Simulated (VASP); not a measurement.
# AlNi: single point with PBE

The system is AlNi.

```xyz
2
Lattice="2.7042 0.0000 0.0000 0.0000 2.7042 0.0000 0.0000 0.0000 2.7042" Properties=species:S:1:pos:R:3 pbc="T T T"
Al    1.3521    1.3521    1.3521
Ni    0.0000    0.0000    0.0000
```

```
Program             : VASP 6.6.1
Task                : single point
Functional          : PBE
Potentials or basis : VASP PAW PBE potentials, release 64 (Al, Ni)
Cutoff              : 520 eV
k mesh              : 16 × 16 × 16
Occupations         : gaussian, width 0.1 eV
Spin                : no spin polarisation
```

```
Pressure               : 49.9 GPa
Band gap on the k mesh : zero (an odd number of electrons rules out a gap without spin polarisation)
```

Levels at points of the mesh, in eV from the Fermi level:
```csv
k point,band 2,band 3,band 4,band 5,band 6,band 7,band 8,band 9,band 10,band 11
"(0.00, 0.00, 0.00)",-4.25,-4.25,-1.97,-1.97,-1.97,6.39,6.39,6.39,8.78,8.78
"(0.50, 0.00, 0.00)",-7.71,-3.61,-2.87,-2.87,-1.85,-0.74,8.45,11.00,11.00,12.92
"(0.50, 0.50, 0.00)",-4.30,-3.42,-3.42,-2.69,-2.69,-1.27,1.88,3.47,14.55,16.74
"(0.50, 0.50, 0.50)",-5.14,-5.14,-1.23,-1.23,1.84,1.84,1.84,5.36,5.36,5.36
```

Run time: 43 s on 1 thread of Intel Xeon 8259CL, with other jobs on the host, peak memory 0.16 GiB.

Caveat: the cell stands under pressure. Spin polarisation is off, so any magnetic state and its effect on volume and gap are missing.
